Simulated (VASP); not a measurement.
# GaAs (F-43m) in VASP: a series of runs

Runs on GaAs. Level: PBE. Tasks: single point.

Program: VASP 6.6.1. These are calculated values, not measurements. Logs are shortened: lines on timing, memory, paths and dates and some standing lists are left out, and cuts for length are marked.

## 1. The cell of the first run

Symmetry: F-43m, No. 216, cubic system. The conventional cell has a = 5.539 Å, b = 5.539 Å, c = 5.539 Å, α = 90.00°, β = 90.00°, γ = 90.00°. Within 3.2 Å of Ga (site symmetry -43m) lie 4 As at 2.40 Å. Within 3.2 Å of As (site symmetry -43m) lie 4 Ga at 2.40 Å.

## 2. Single point, PBE (volume scaled by 0.9405)

INCAR reads:

```
PREC     = Accurate       # precision mode
ENCUT    = 520            # plane-wave cutoff, eV
EDIFF    = 1E-6           # SCF threshold, eV
ISMEAR   = -1             # smearing method
SIGMA    = 0.05           # smearing width, eV
LREAL    = F              # projectors in reciprocal space
LASPH    = T              # aspherical terms in the spheres
NELM     = 100            # most SCF steps
ALGO     = Normal         # electronic algorithm
ISIF     = 2              # what is computed and relaxed
LWAVE    = F              # write WAVECAR
LCHARG   = F              # write CHGCAR
GGA      = PE             # functional
NBANDS   = 16             # bands
```

KPOINTS reads:

```
Automatic mesh
0
Gamma
  11 11 11
```

POSCAR reads:

```
GaAs
1.0
    0.0000000000      2.7696338872      2.7696338872
    2.7696338872      0.0000000000      2.7696338872
    2.7696338872      2.7696338872      0.0000000000
Ga As
1 1
Direct
    0.0000000000      0.0000000000      0.0000000000
    0.7500000000      0.7500000000      0.7500000000
```

Potentials or basis: VASP PAW PBE potentials, release 64 (Ga_d, As).

Run with:

```
> cat potpaw_PBE.64/Ga_d/POTCAR potpaw_PBE.64/As/POTCAR > POTCAR
> mpirun -np 1 vasp_std > vasp.out
```

OUTCAR:

```text
PREC = Accurate
   ENCUT = 520
   EDIFF = 1E-6
   ISMEAR = -1
   LREAL = F
   LASPH = T
   NELM = 100
   ISIF = 2
   GGA = PE

 ion  position               nearest neighbor table
   1  0.000  0.000  0.000-   2 2.40   2 2.40   2 2.40   2 2.40
   2  0.750  0.750  0.750-   1 2.40   1 2.40   1 2.40   1 2.40

  LATTYP: Found a face centered cubic cell.
 ALAT       =     5.5392677744

  Lattice vectors:

 A1 = (   0.0000000000,   2.7696338872,   2.7696338872)
 A2 = (   2.7696338872,   0.0000000000,   2.7696338872)
 A3 = (   2.7696338872,   2.7696338872,   0.0000000000)

Analysis of symmetry for initial positions (statically):
=====================================================================
 Subroutine PRICEL returns:
 Original cell was already a primitive cell.

 Routine SETGRP: Setting up the symmetry group for a
 face centered cubic supercell.

 Subroutine GETGRP returns: Found 24 space group operations
 (whereof 24 operations were pure point group operations)
 out of a pool of 48 trial point group operations.

The static configuration has the point symmetry T_d .

Analysis of symmetry for dynamics (positions and initial velocities):
=====================================================================
 Subroutine PRICEL returns:
 Original cell was already a primitive cell.

 Routine SETGRP: Setting up the symmetry group for a
 face centered cubic supercell.

 Subroutine GETGRP returns: Found 24 space group operations
 (whereof 24 operations were pure point group operations)
 out of a pool of 48 trial point group operations.

The dynamic configuration has the point symmetry T_d .

 Subroutine INISYM returns: Found 24 space group operations
 (whereof 24 operations are pure point group operations),
 and found     1 'primitive' translations

----------------------------------------------------------------------------------------

                                     Primitive cell

  volume of cell :      42.4910

  direct lattice vectors                    reciprocal lattice vectors
     0.000000000  2.769633887  2.769633887    -0.180529276  0.180529276  0.180529276
     2.769633887  0.000000000  2.769633887     0.180529276 -0.180529276  0.180529276
     2.769633887  2.769633887  0.000000000     0.180529276  0.180529276 -0.180529276

  length of vectors
     3.916853806  3.916853806  3.916853806     0.312685878  0.312685878  0.312685878

  position of ions in fractional coordinates (direct lattice)
     0.000000000  0.000000000  0.000000000
     0.750000000  0.750000000  0.750000000

  ion indices of the primitive-cell ions
   primitive index   ion index
                 1           1
                 2           2

----------------------------------------------------------------------------------------

 KPOINTS: Automatic mesh

Automatic generation of k-mesh.
 Grid dimensions read from file:
 generate k-points for:   11   11   11

 Generating k-lattice:

  Cartesian coordinates                     Fractional coordinates (reciprocal lattice)
    -0.016411752  0.016411752  0.016411752     0.090909091  0.000000000  0.000000000
     0.016411752 -0.016411752  0.016411752     0.000000000  0.090909091  0.000000000
     0.016411752  0.016411752 -0.016411752     0.000000000  0.000000000  0.090909091

  Length of vectors
     0.028425989  0.028425989  0.028425989

  Shift w.r.t. Gamma in fractional coordinates (k-lattice)
     0.000000000  0.000000000  0.000000000

 Subroutine IBZKPT returns following result:
 ===========================================

 Found     56 irreducible k-points:

 Following reciprocal coordinates:
            Coordinates               Weight
  0.000000  0.000000  0.000000      1.000000
  0.090909  0.000000  0.000000      8.000000
  0.181818  0.000000  0.000000      8.000000
  0.272727  0.000000  0.000000      8.000000
  0.363636  0.000000  0.000000      8.000000
  0.454545  0.000000  0.000000      8.000000
[... 16 lines left out ...]
 -0.272727  0.181818  0.000000     24.000000
 -0.181818  0.181818  0.000000     12.000000
 [... further k-points ...]
   k-points           NKPTS =     56   k-points in BZ     NKDIM =     56   number of bands    NBANDS=     16
   number of dos      NEDOS =    301   number of ions     NIONS =      2
   total plane-waves  NPLWV =  27000
   dimension x,y,z NGX =    30 NGY =   30 NGZ =   30
   dimension x,y,z NGXF=    60 NGYF=   60 NGZF=   60
   ions per type =               1   1
   NGX,Y,Z   is equivalent  to a cutoff of  12.73, 12.73, 12.73 a.u.
   NGXF,Y,Z  is equivalent  to a cutoff of  25.47, 25.47, 25.47 a.u.
 SYSTEM =  unknown system
   PREC   = accura    normal or accurate (medium, high low for compatibility)
   ISTART =      0    job   : 0-new  1-cont  2-samecut
   ICHARG =      2    charge: 1-file 2-atom 10-const
   ISPIN  =      1    spin polarized calculation?
   LNONCOLLINEAR =      F non collinear calculations
   LSORBIT =      F    spin-orbit coupling
   LASPH  =      T    aspherical Exc in radial PAW
   ENCUT  =  520.0 eV  38.22 Ry    6.18 a.u.   7.28  7.28  7.28*2*pi/ulx,y,z
   NELM   =    100;   NELMIN=  2; NELMDL= -5     # of ELM steps
   EDIFF  = 0.1E-05   stopping-criterion for ELM
   LREAL  =      F    real-space projection
   EDIFFG = 0.1E-04   stopping-criterion for IOM
   NSW    =      0    number of steps for IOM
   IBRION =     -1    ionic relax: 0-MD 1-quasi-New 2-CG
   NFREE  =      0    steps in history (QN), initial steepest desc. (CG)
   ISIF   =      2    stress and relaxation
   ISYM   =      2    0-nonsym 1-usesym 2-fastsym
   POTIM  = 0.5000    time-step for ionic-motion
   TEBEG  =    0.0;   TEEND  =   0.0 temperature during run
   PSTRESS=    0.0 pullay stress
   NELECT =      18.0000    total number of electrons
   NUPDOWN=      -1.0000    fix difference up-down
   EMIN   =  10.00;   EMAX   =-10.00  energy-range for DOS
   EFERMI =   0.00;   METHOD = LEGACY
   ISMEAR =    -1;   SIGMA  =   0.05  broadening in eV -4-tet -1-fermi 0-gaus
   EFERMI_NEDOS =   21; number of points for ismear=-14 and -15
   IALGO  =     38    algorithm
   IMIX   =      4    mixing-type and parameters
     AMIX     =   0.40;   BMIX     =  1.00
     AMIX_MAG =   1.60;   BMIX_MAG =  1.00
  volume/ion in A,a.u.               =      21.25       143.37
  Fermi-wavevector in a.u.,A,eV,Ry     =   1.229514  2.323444 20.567974  1.511703
  Thomas-Fermi vector in A             =   2.364398
   LORBIT       =      0    0 simple, 1 ext, 2 COOP (PROOUT), +10 PAW based schemes
   GGA     = PE    functional components
   LHFCALC =     F    Hartree Fock is set to
   AEXX    =    0.0000 exact exchange contribution
   IVDW    =     0    specifies the selected vdW correction
   LEPSILON=     F    determine dielectric tensor
   LRPA    =     F    only Hartree local field effects (RPA)
 non-spin polarized calculation
  energy-cutoff  :      520.00
  volume of cell :       42.49
 maximum number of plane-waves:      1167
 NGX is ok and might be reduce to    30
   NGX = 15   NGY = 15   NGZ = 15

 number of electron      18.0000010 magnetization

 Free energy of the ion-electron system (eV)
  ---------------------------------------------------
  ext. energy  EPLUGINS =         0.00000000
  ---------------------------------------------------
  free energy    TOTEN  =        -8.15030056 eV

  energy without entropy =       -8.15030037  energy(sigma->0) =       -8.15030047

 E-fermi :   5.0580     XC(G=0):  -9.8675

 val. band max:        4.5279523658   @ k =   0.0000   0.0000   0.0000
 cond. band min:       5.5214113733   @ k =   0.0000   0.0000   0.0000
 fundamental gap:      0.9934590076
 Fermi energy:         5.0579793921

 k-point     1 :       0.0000    0.0000    0.0000
  band No.  band energies     occupation
      1     -10.4024      2.00000
      2     -10.4024      2.00000
      3     -10.4024      2.00000
      4     -10.3068      2.00000
      5     -10.3068      2.00000
      6      -8.6576      2.00000
[... 8 lines left out ...]
     15      14.8034      0.00000
     16      14.8034      0.00000

 k-point     2 :       0.0909    0.0000    0.0000
  band No.  band energies     occupation
      1     -10.4126      2.00000
      2     -10.4000      2.00000
      3     -10.4000      2.00000
      4     -10.3070      2.00000
      5     -10.3070      2.00000
      6      -8.5506      2.00000
[... 8 lines left out ...]
     15      14.1576      0.00000
     16      14.1576      0.00000

 k-point     3 :       0.1818    0.0000    0.0000
  band No.  band energies     occupation
      1     -10.4377      2.00000
      2     -10.3939      2.00000
      3     -10.3939      2.00000
      4     -10.3070      2.00000
      5     -10.3070      2.00000
      6      -8.2415      2.00000
[... 8 lines left out ...]
     15      13.5969      0.00000
     16      13.7424      0.00000

 k-point     4 :       0.2727    0.0000    0.0000
  band No.  band energies     occupation
      1     -10.4665      2.00000
      2     -10.3869      2.00000
      3     -10.3869      2.00000
      4     -10.3061      2.00000
      5     -10.3061      2.00000
      6      -7.7664      2.00000
[... 8 lines left out ...]
     15      13.7671      0.00000
     16      13.7671      0.00000

 k-point     5 :       0.3636    0.0000    0.0000
  band No.  band energies     occupation
      1     -10.4902      2.00000
      2     -10.3816      2.00000
      3     -10.3816      2.00000
      4     -10.3042      2.00000
      5     -10.3042      2.00000
      6      -7.2067      2.00000
[... 8 lines left out ...]
     15      14.7389      0.00000
     16      14.7389      0.00000

 k-point     6 :       0.4545    0.0000    0.0000
  band No.  band energies     occupation
      1     -10.5033      2.00000
      2     -10.3791      2.00000
      3     -10.3791      2.00000
      4     -10.3024      2.00000
      5     -10.3024      2.00000
      6      -6.7635      2.00000
[... 8 lines left out ...]
     15      16.2029      0.00000
     16      16.2029      0.00000
[... 267 lines left out ...]
 k-point    21 :      -0.4545    0.1818    0.0000
  band No.  band energies     occupation
      1     -10.5114      2.00000
      2     -10.3728      2.00000
      3     -10.3672      2.00000
      4     -10.3110      2.00000
      5     -10.3017      2.00000
      6      -6.4258      2.00000
[... 8 lines left out ...]
     15      15.8426      0.00000
     16      16.2208      0.00000

 k-point    22 :      -0.3636    0.1818    0.0000
  band No.  band energies     occupation
      1     -10.5066      2.00000
      2     -10.3740      2.00000
      3     -10.3701      2.00000
      4     -10.3072      2.00000
      5     -10.3059      2.00000
      6      -6.5981      2.00000
[... 8 lines left out ...]
     15      14.4150      0.00000
     16      16.2669      0.00000

 k-point    23 :      -0.2727    0.1818    0.0000
  band No.  band energies     occupation
      1     -10.4934      2.00000
      2     -10.3764      2.00000
      3     -10.3761      2.00000
      4     -10.3096      2.00000
      5     -10.3051      2.00000
      6      -7.0880      2.00000
[... 8 lines left out ...]
     15      15.2712      0.00000
     16      17.1256      0.00000

 k-point    24 :      -0.1818    0.1818    0.0000
  band No.  band energies     occupation
      1     -10.4743      2.00000
      2     -10.3840      2.00000
      3     -10.3808      2.00000
      4     -10.3107      2.00000
      5     -10.3045      2.00000
      6      -7.6069      2.00000
[... 8 lines left out ...]
     15      15.0435      0.00000
     16      15.8130      0.00000

 [... further k-points ...]
[... 5 lines left out ...]
  --------------------------------------------------------------------------------------
  -------------------------------------------------------------------------------------
  Total        2.3483381      2.3483381      2.3483381      0.0000000      0.0000000      0.0000000
  in kB       88.5470547     88.5470547     88.5470547      0.0000000      0.0000000      0.0000000
  external PRESSURE =      88.5470547 kB  Pullay stress =       0.0000000 kB

 VOLUME and BASIS-vectors are now :
 -----------------------------------------------------------------------------
  energy-cutoff  :      520.00
  volume of cell :       42.49
      direct lattice vectors                 reciprocal lattice vectors
     0.000000000  2.769633887  2.769633887    -0.180529276  0.180529276  0.180529276
     2.769633887  0.000000000  2.769633887     0.180529276 -0.180529276  0.180529276
     2.769633887  2.769633887  0.000000000     0.180529276  0.180529276 -0.180529276

 POSITION                                       TOTAL-FORCE (eV/Angst)
 -----------------------------------------------------------------------------------
      0.00000      0.00000      0.00000         0.000000      0.000000      0.000000
      4.15445      4.15445      4.15445        -0.000000     -0.000000     -0.000000
 -----------------------------------------------------------------------------------
    total drift:                               -0.000001     -0.000001     -0.000001

  FREE ENERGIE OF THE ION-ELECTRON SYSTEM (eV)
  ---------------------------------------------------
  free  energy   TOTEN  =        -8.1503005641 eV

  energy  without entropy=       -8.1503003693  energy(sigma->0) =       -8.15030047
```

Run time: 19 s. Hardware: 1 thread of Intel Xeon 6975P-C (Granite Rapids), shared host; peak memory 0.18 GiB.

Results:

* Free energy: -8.1503 eV
* Pressure: 8.9 GPa
* Band gap on the k mesh: 0.99 eV, direct

 A k mesh can miss the band edges.

## 3. Single point, PBE (volume scaled by 1.03)

INCAR reads:

```
SYSTEM = GaAs
  PREC = Accurate
  ENCUT = 520
  EDIFF = 1E-6
  ISMEAR = -1
  SIGMA = 0.05
  LREAL = .FALSE.
  LASPH = .TRUE.
  NELM = 60
  ALGO = Normal
  ISIF = 2
  LWAVE = .FALSE.
  LCHARG = .TRUE.
  GGA = PE
  LELF = .TRUE.
  LVHAR = .TRUE.
  NBANDS = 16
```

KPOINTS reads:

```
regular mesh
0
G
  11 11 11
  0 0 0
```

POSCAR reads:

```
GaAs
1.0
    0.0000000000      2.8548404342      2.8548404342
    2.8548404342      0.0000000000      2.8548404342
    2.8548404342      2.8548404342      0.0000000000
Ga As
1 1
Direct
    0.0000000000      0.0000000000      0.0000000000
    0.7500000000      0.7500000000      0.7500000000
```

Potentials or basis: VASP PAW PBE potentials, release 64 (Ga_d, As).

Run with:

```
> cat potpaw_PBE.64/Ga_d/POTCAR potpaw_PBE.64/As/POTCAR > POTCAR
> mpirun -np 1 vasp_std > vasp.out
```

Wall time 17 s (1 thread of Intel Xeon 6975P-C (Granite Rapids), shared host); peak memory 0.19 GiB.

It converged, with:

```yaml
Free_energy: -8.2718 eV
Pressure: 1.4 GPa
Band_gap_on_the_k_mesh: 0.30 eV, direct
```

Levels at points of the mesh, in eV from the valence-band top:
```csv
k point,band 5,band 6,band 7,band 8,band 9,band 10,band 11,band 12,band 13,band 14
"(0.00, 0.00, 0.00)",-14.68,-12.52,0.00,0.00,0.00,0.30,3.72,3.72,3.72,7.50
```

## 4. Single point, PBE (volume scaled by 0.94)

INCAR reads:

```
SYSTEM = GaAs
ALGO = Normal ; EDIFF = 1E-7
ENCUT = 520 ; GGA = PE
ISIF = 2 ; ISMEAR = -1
LASPH = .True. ; LCHARG = .False.
LREAL = .False. ; LWAVE = .False.
NBANDS = 16 ; NELM = 60
PREC = Accurate ; SIGMA = 0.05
```

KPOINTS reads:

```
k-points
0
Gamma
  11 11 11
  0 0 0
```

POSCAR reads:

```
GaAs
1.0
    0.0000000000      2.7691429914      2.7691429914
    2.7691429914      0.0000000000      2.7691429914
    2.7691429914      2.7691429914      0.0000000000
Ga As
1 1
Direct
    0.0000000000      0.0000000000      0.0000000000
    0.7500000000      0.7500000000      0.7500000000
```

Run with:

```
> cat potpaw_PBE.64/Ga_d/POTCAR potpaw_PBE.64/As/POTCAR > POTCAR
> mpirun -np 1 vasp_std > vasp.out
```

Run time: 61 s. Hardware: 1 thread of Intel Xeon Platinum 8375C at 2.90GHz (Ice Lake), shared host; peak memory 0.19 GiB.

The run converged. Its results:

```
Free energy            : -8.1490 eV
Pressure               : 8.9 GPa
Band gap on the k mesh : 1.00 eV, direct
```

Levels at points of the mesh, in eV from the valence-band top:
| k point | band 7 | band 8 | band 9 | band 10 | band 11 | band 12 |
| --- | --- | --- | --- | --- | --- | --- |
| (0.00, 0.00, 0.00) | 0.00 | 0.00 | 0.00 | 1.00 | 3.74 | 3.74 |

## 5. Overview

```tsv
cell	gap on the mesh (eV)	pressure (GPa)
a = 3.917 Å, angles 60.0°, 2 atoms	0.99	8.9
a = 4.037 Å, angles 60.0°, 2 atoms	0.30	1.4
a = 3.916 Å, angles 60.0°, 2 atoms	1.00	8.9
```

Alike in all rows: task single point; level PBE; potentials or basis VASP PAW PBE potentials, release 64 (Ga_d, As); no spin polarisation; k mesh 11 × 11 × 11; cutoff (eV) 520; smearing fermi-dirac 0.05 eV.

Total energies depend on the potentials used, so only differences within one code and one set of settings carry meaning.
